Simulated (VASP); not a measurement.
Set up this calculation in VASP 6.6.1, as the native input.

- Task: single point
- Functional: PBE
- Dispersion: D3(BJ)
- Potentials or basis: VASP PAW PBE potentials, release 64 (Pb_d, F)
- Cutoff: 520 eV
- k mesh: 6 × 6 × 6
- Occupations: gaussian, width 0.01 eV
- Spin: no spin polarisation
- Dipole correction: no
- Further INCAR settings: ALGO = Normal; EDIFF = 1e-06; NBANDS = 21

The structure of PbF2 lies in POSCAR:

```
PbF2
1.0
    0.0000000000      2.9636600000      2.9636600000
    2.9636600000      0.0000000000      2.9636600000
    2.9636600000      2.9636600000      0.0000000000
Pb F
1 2
Direct
    0.0000000000      0.0000000000      0.0000000000
    0.2500000000      0.2500000000      0.2500000000
    0.7500000000      0.7500000000      0.7500000000
```

These files were run (other wordings do the same):

INCAR

```
PREC = Accurate
ENCUT = 520
EDIFF = 1E-6
ISMEAR = 0
SIGMA = 0.01
LREAL = False
LASPH = True
NELM = 100
ALGO = Normal
ISIF = 2
LWAVE = False
LCHARG = False
GGA = PE
IVDW = 12
NBANDS = 21
```

KPOINTS

```
regular mesh
0
Gamma
  6 6 6
```

Potentials or basis: VASP PAW PBE potentials, release 64 (Pb_d, F).

Launch:

```bash
$ cat potpaw_PBE.64/Pb_d/POTCAR potpaw_PBE.64/F/POTCAR > POTCAR
$ mpirun -np 1 vasp_std > vasp.out
```

Results of the run:

- Pressure: 1.1 GPa
- Band gap on the k mesh: 4.44 eV (least direct gap 4.56 eV)
- Dispersion energy per atom: -0.153 eV

Caveat: spin-orbit coupling is left out, which moves the levels of the heavy elements.

Wall time 13 s on 1 thread of Intel(R) Xeon(R) Platinum 8488C (Sapphire Rapids), with other jobs on the host, peak memory 0.19 GiB.
